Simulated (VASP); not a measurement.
Here is a VASP 6.6.1 calculation.

The input INCAR:

```
SYSTEM = LiAg3
PREC = Accurate ; ENCUT = 520
EDIFF = 1E-6 ; ISMEAR = 0
SIGMA = 0.15 ; LREAL = .FALSE.
LASPH = .TRUE. ; NELM = 80
ALGO = Normal ; ISIF = 2
LWAVE = .FALSE. ; LCHARG = .TRUE.
GGA = CA ; LELF = .TRUE.
LVHAR = .TRUE. ; NBANDS = 46
```

KPOINTS

```
regular mesh
0
G
  4 4 5
  0 0 0
```

File POSCAR:

```
LiAg3
1.0
    5.7408850000      0.0000000000      0.0000000000
   -2.8704430000      4.9717530000      0.0000000000
    0.0000000000      0.0000000000      4.6583720000
Li Ag
2 6
Direct
    0.3333333333      0.6666666667      0.7500000000
    0.6666666667      0.3333333333      0.2500000000
    0.1680730000      0.3361470000      0.2500000000
    0.1680730000      0.8319270000      0.2500000000
    0.6638530000      0.8319270000      0.2500000000
    0.8319270000      0.6638530000      0.7500000000
    0.8319270000      0.1680730000      0.7500000000
    0.3361470000      0.1680730000      0.7500000000
```

Potentials or basis: VASP PAW LDA potentials, release 64 (Li_sv, Ag).

The run is started by

```bash
$ cat potpaw_LDA.64/Li_sv/POTCAR potpaw_LDA.64/Ag/POTCAR > POTCAR
$ mpirun -np 1 vasp_std > vasp.out
```

Problem. Predict the band gap on the k mesh.

Solution. Zero (bands 36 and 37 overlap by 2.19 eV).

Problem. What does it give for the largest force?

Solution. 0.007 eV/Å.

Forces on the atoms (eV/Å):
```
Li   0.000  0.000  0.000
Li   0.000  0.000  0.000
Ag   0.000 -0.007  0.000
Ag  -0.006  0.003  0.000
Ag   0.006  0.003  0.000
Ag   0.000  0.007  0.000
Ag   0.006 -0.003  0.000
Ag  -0.006 -0.003  0.000
```
